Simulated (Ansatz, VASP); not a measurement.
One calculation of MgS, two programs

```xyz
2
Lattice="0.0000 2.6667 2.7317 2.6667 0.0000 2.7317 2.6667 2.6667 0.0000" Properties=species:S:1:pos:R:3 pbc="T T T"
Mg    0.0000    0.0000    0.0000
S     2.6667    2.6667    2.7317
```

Change from the starting cell: strain +0.025 along x and y, +0.050 along z, atoms carried along.

Alike in both runs: task single point; functional LDA; k mesh 8 × 8 × 8; occupations gaussian, width 0.05 eV; no spin polarisation.

```csv
,VASP,Ansatz
version,VASP 6.6.1,Ansatz 0.2.0
potentials or method,"VASP PAW LDA potentials, release 64 (Mg, S), cutoff 520 eV","scalar-relativistic, plane waves, PAW"
valence electrons in the cell,8,16
```

```tsv
	VASP	Ansatz	Ansatz less VASP
gap on the k mesh at the Fermi level (eV)	2.25	2.25	+0.007
least direct gap on the mesh (eV)	2.71	2.70	-0.006
pressure (GPa)	-9.2	-8.7	+0.50
traceless stress, the component that is largest in VASP (GPa)	-0.73	-0.73	-0.008
```

LDA's correlation is that of Perdew and Zunger in VASP and of Perdew and Wang (1992) in Ansatz. VASP's potentials hold 8 valence electrons a cell and Ansatz's 16, so a difference there can come from the potentials and not from the codes.
